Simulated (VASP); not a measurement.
# Al (P6_3/mmc) in VASP: notebook, part 2 of 2

VASP 6.6.1.

## 5. Single point, LDA

This run uses another cell than the first one, of 14.89 Å³/atom, 1.013 times its volume.

File INCAR:

```
SYSTEM = Al
ALGO = Normal ; EDIFF = 1E-6
ENCUT = 520 ; GGA = CA
ISIF = 2 ; ISMEAR = 0
LASPH = .TRUE. ; LCHARG = .TRUE.
LELF = .TRUE. ; LREAL = .FALSE.
LVHAR = .TRUE. ; LWAVE = .FALSE.
NBANDS = 10 ; NELM = 80
PREC = Accurate ; SIGMA = 0.15
```

File KPOINTS:

```
k-points
0
G
  18 18 10
  0 0 0
```

File POSCAR:

```
Al
1.0
    2.6063000000      0.0000000000      0.0000000000
   -1.3031500000      2.2571220099      0.0000000000
    0.0000000000      0.0000000000      5.0611000000
Al
2
Direct
    0.6666666667      0.3333333333      0.7500000000
    0.3333333333      0.6666666667      0.2500000000
```

Potentials or basis: VASP PAW LDA potentials, release 64 (Al).

The run is started by

```
cat potpaw_LDA.64/Al/POTCAR > POTCAR
mpirun -np 1 vasp_std > vasp.out
```

OUTCAR:

```text
SYSTEM = Al
   EDIFF = 1E-6
   ENCUT = 520
   GGA = CA
   ISIF = 2
   ISMEAR = 0
   LASPH = .TRUE.
   LREAL = .FALSE.
   NELM = 80
   PREC = Accurate

 ion  position               nearest neighbor table
   1  0.667  0.333  0.750-   2 2.94   2 2.94   2 2.94   2 2.94   2 2.94   2 2.94
   2  0.333  0.667  0.250-   1 2.94   1 2.94   1 2.94   1 2.94   1 2.94   1 2.94

  LATTYP: Found a hexagonal cell.
 ALAT       =     2.6063000000
 C/A-ratio  =     1.9418716188

  Lattice vectors:

 A1 = (   2.6063000000,   0.0000000000,   0.0000000000)
 A2 = (  -1.3031500000,   2.2571220099,   0.0000000000)
 A3 = (   0.0000000000,   0.0000000000,   5.0611000000)

Analysis of symmetry for initial positions (statically):
=====================================================================
 Subroutine PRICEL returns:
 Original cell was already a primitive cell.

 Routine SETGRP: Setting up the symmetry group for a
 hexagonal supercell.

 Subroutine GETGRP returns: Found 24 space group operations
 (whereof 12 operations were pure point group operations)
 out of a pool of 24 trial point group operations.

The static configuration has the point symmetry D_3d.
 The point group associated with its full space group is D_6h.

Analysis of symmetry for dynamics (positions and initial velocities):
=====================================================================
 Subroutine PRICEL returns:
 Original cell was already a primitive cell.

 Routine SETGRP: Setting up the symmetry group for a
 hexagonal supercell.

 Subroutine GETGRP returns: Found 24 space group operations
 (whereof 12 operations were pure point group operations)
 out of a pool of 24 trial point group operations.

The dynamic configuration has the point symmetry D_3d.
 The point group associated with its full space group is D_6h.

 Subroutine INISYM returns: Found 24 space group operations
 (whereof 12 operations are pure point group operations),
 and found     1 'primitive' translations

----------------------------------------------------------------------------------------
[... 121 lines left out ...]
   IVDW    =     0    specifies the selected vdW correction
   LEPSILON=     F    determine dielectric tensor
   LRPA    =     F    only Hartree local field effects (RPA)
 non-spin polarized calculation
 Gauss-broadening in eV      SIGMA  =   0.15
  energy-cutoff  :      520.00
  volume of cell :       29.77
 maximum number of plane-waves:       831
 NGX is ok and might be reduce to    20
   NGX =  9   NGY =  9   NGZ = 19

 number of electron       6.0000000 magnetization

 Free energy of the ion-electron system (eV)
  ---------------------------------------------------
  ext. energy  EPLUGINS =         0.00000000
  ---------------------------------------------------
  free energy    TOTEN  =        -8.10159302 eV

  energy without entropy =       -8.09182738  energy(sigma->0) =       -8.09671020

 E-fermi :   8.8158     XC(G=0): -10.7106

 val. band max:        8.8051010020   @ k =   0.3889   0.0000   0.5000
 cond. band min:       8.8208940794   @ k =   0.3889   0.1667   0.2000
 fundamental gap:      0.0157930774
 Fermi energy:         8.8157917281

 k-point     1 :       0.0000    0.0000    0.0000
  band No.  band energies     occupation
      1      -2.9533      2.00000
      2       2.2477      2.00000
      3       3.1289      2.00000
      4      18.1089      0.00000
      5      18.6307      0.00000
      6      22.6868      0.00000
      7      22.6868      0.00000
      8      23.1621      0.00000
      9      23.1621      0.00000
     10      26.3474      0.00000
[... 287 lines left out ...]
 k-point    24 :       0.3889    0.1111    0.0000
  band No.  band energies     occupation
      1       2.8653      2.00000
      2       5.7281      2.00000
      3       8.1393      2.00000
      4       8.7245      1.61047
      5      10.8108      0.00000
      6      11.8057      0.00000
      7      14.2054      0.00000
      8      18.3141      0.00000
      9      19.3722      0.00000
     10      22.1238      0.00000

 [... further k-points ...]

------------------------ aborting loop because EDIFF is reached ----------------------------------------

  FORCE on cell =-STRESS in cart. coord.  units (eV):
  Direction    XX          YY          ZZ          XY          YZ          ZX
  --------------------------------------------------------------------------------------
  -------------------------------------------------------------------------------------
  Total        3.1396474      3.1396474     -0.3364698      0.0000000      0.0000000      0.0000000
  in kB      168.9534668    168.9534668    -18.1064099      0.0000000      0.0000000      0.0000000
  external PRESSURE =     106.6001746 kB  Pullay stress =       0.0000000 kB

 VOLUME and BASIS-vectors are now :
 -----------------------------------------------------------------------------
  energy-cutoff  :      520.00
  volume of cell :       29.77
      direct lattice vectors                 reciprocal lattice vectors
     2.606300000  0.000000000  0.000000000     0.383685685  0.221521033  0.000000000
    -1.303150000  2.257122010  0.000000000     0.000000000  0.443042067  0.000000000
     0.000000000  0.000000000  5.061100000     0.000000000  0.000000000  0.197585505

 POSITION                                       TOTAL-FORCE (eV/Angst)
 -----------------------------------------------------------------------------------
      1.30315      0.75237      3.79582        -0.000000     -0.000000      0.000000
     -0.00000      1.50475      1.26527         0.000000      0.000000      0.000000
 -----------------------------------------------------------------------------------
    total drift:                                0.000000     -0.000000      0.000000

  FREE ENERGIE OF THE ION-ELECTRON SYSTEM (eV)
  ---------------------------------------------------
  free  energy   TOTEN  =        -8.1015930160 eV

  energy  without entropy=       -8.0918273782  energy(sigma->0) =       -8.09671020
```

OSZICAR:

```text
N       E                     dE             d eps       ncg     rms          rms(c)
DAV:   1    -0.141035403043E+00   -0.14104E+00   -0.23667E+03  4440   0.477E+02
DAV:   2    -0.800143673112E+01   -0.78604E+01   -0.75378E+01  5816   0.575E+01
DAV:   3    -0.817968502659E+01   -0.17825E+00   -0.17687E+00  6032   0.681E+00
DAV:   4    -0.818026763632E+01   -0.58261E-03   -0.58254E-03  5330   0.440E-01
DAV:   5    -0.818027056301E+01   -0.29267E-05   -0.29264E-05  5432   0.316E-02    0.236E+00
DAV:   6    -0.813102278717E+01    0.49248E-01   -0.88801E-03  5080   0.364E-01    0.133E+00
DAV:   7    -0.810191443799E+01    0.29108E-01   -0.17500E-02  4956   0.524E-01    0.203E-01
DAV:   8    -0.810160976941E+01    0.30467E-03   -0.73700E-04  5338   0.137E-01    0.242E-02
DAV:   9    -0.810159313713E+01    0.16632E-04   -0.30272E-05  5326   0.245E-02    0.181E-02
DAV:  10    -0.810159301596E+01    0.12117E-06   -0.15731E-06  4216   0.679E-03
   1 F= -.81015930E+01 E0= -.80967102E+01  d E =-.976564E-02
```

Wall time 19 s (1 thread of Intel Xeon 6975P-C (Granite Rapids), shared host); peak memory 0.16 GiB.

What came out:

```
Free energy            : -8.1016 eV
Pressure               : 10.7 GPa
Band gap on the k mesh : zero (band 3 reaches 11.69 eV, above the bottom of band 4 at 6.03 eV)
```

## 6. Overview

```csv
cell,gap on the mesh (eV),pressure (GPa)
"a = 2.760, b = 2.760, c = 4.452 Å, angles 90.0, 90.0, 120.0°, 2 atoms",none,8.0
"a = 2.718, b = 2.718, c = 4.628 Å, angles 90.0, 90.0, 120.0°, 2 atoms",none,7.3
"a = 2.739, b = 2.739, c = 4.511 Å, angles 90.0, 90.0, 120.0°, 2 atoms",none,8.2
"a = 2.606, b = 2.606, c = 5.061 Å, angles 90.0, 90.0, 120.0°, 2 atoms",none,10.7
```

Alike in all rows: task single point; level LDA; potentials or basis VASP PAW LDA potentials, release 64 (Al); no spin polarisation; k mesh 18 × 18 × 10; cutoff (eV) 520; smearing gaussian 0.15 eV.

Absolute energies hang on the potentials; compare differences alone.
